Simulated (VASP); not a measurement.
Write the native input for VASP 6.6.1 that does the following.

```
Task                               : single point
Functional                         : HF
Potentials or basis                : VASP PAW PBE potentials, release 64 (Ba_sv, O)
Cutoff                             : 520 eV
k mesh                             : 6 × 6 × 6
Occupations                        : gaussian, width 0.01 eV
Spin                               : no spin polarisation
Dipole correction                  : no
Grid for exact exchange (PRECFOCK) : Normal
Further INCAR settings             : ALGO = Normal; EDIFF = 1e-06; NBANDS = 15
Share of exact exchange            : 1
```

The system is BaO.

```
Ba O
1.0
     0.00000    2.77194    2.77194
     2.77194    0.00000    2.77194
     2.77194    2.77194    0.00000
Ba O
1 1
Direct
  0.00000 0.00000 0.00000
  0.50000 0.50000 0.50000
```

The input as run:

POSCAR

```
BaO
1.0
    0.0000000000      2.7719418017      2.7719418017
    2.7719418017      0.0000000000      2.7719418017
    2.7719418017      2.7719418017      0.0000000000
Ba O
1 1
Direct
    0.0000000000      0.0000000000      0.0000000000
    0.5000000000      0.5000000000      0.5000000000
```

INCAR.step1

```
PREC     = Accurate       # precision mode
ENCUT    = 520            # plane-wave cutoff, eV
EDIFF    = 1E-5           # SCF threshold, eV
ISMEAR   = 0              # smearing method
SIGMA    = 0.01           # smearing width, eV
LREAL    = False          # projectors in reciprocal space
LASPH    = True           # aspherical terms in the spheres
NELM     = 120            # most SCF steps
ALGO     = Normal         # electronic algorithm
ISIF     = 2              # what is computed and relaxed
LWAVE    = True           # write WAVECAR
LCHARG   = False          # write CHGCAR
NBANDS   = 15             # bands
GGA      = PE             # functional
GGA_COMPAT= False
```

INCAR.step2

```
PREC     = Accurate       # precision mode
ENCUT    = 520            # plane-wave cutoff, eV
EDIFF    = 1E-6           # SCF threshold, eV
ISMEAR   = 0              # smearing method
SIGMA    = 0.01           # smearing width, eV
LREAL    = False          # projectors in reciprocal space
LASPH    = True           # aspherical terms in the spheres
NELM     = 120            # most SCF steps
ALGO     = Normal         # electronic algorithm
ISIF     = 2              # what is computed and relaxed
LWAVE    = False          # write WAVECAR
LCHARG   = False          # write CHGCAR
GGA      = PE             # functional
LHFCALC  = True           # exact exchange
AEXX     = 1.0            # exact-exchange fraction
ALDAC    = 0.0          
AGGAC    = 0.0          
PRECFOCK = Normal       
NBANDS   = 15             # bands
ISTART   = 1            
GGA_COMPAT= False
```

KPOINTS

```
Automatic mesh
0
Gamma
  6 6 6
```

Potentials or basis: VASP PAW PBE potentials, release 64 (Ba_sv, O).

Run with:

```sh
$ cat potpaw_PBE.64/Ba_sv/POTCAR potpaw_PBE.64/O/POTCAR > POTCAR
$ cp INCAR.step1 INCAR
$ mpirun -np 1 vasp_std > vasp.out
$ cp INCAR.step2 INCAR
$ mpirun -np 1 vasp_std > vasp.out
```

It gave:

```yaml
Pressure: 5.3 GPa
Band_gap_on_the_k_mesh: 10.64 eV
```

Caveat: the cell stands under pressure; the PAW data sets were made with another functional, which shifts forces and pressure a little; spin-orbit coupling is left out, which moves the levels of the heavy elements.

Run time: 95 min on 1 thread of Oxide Virtual Turin-like Processor, with other jobs on the host, peak memory 0.16 GiB.
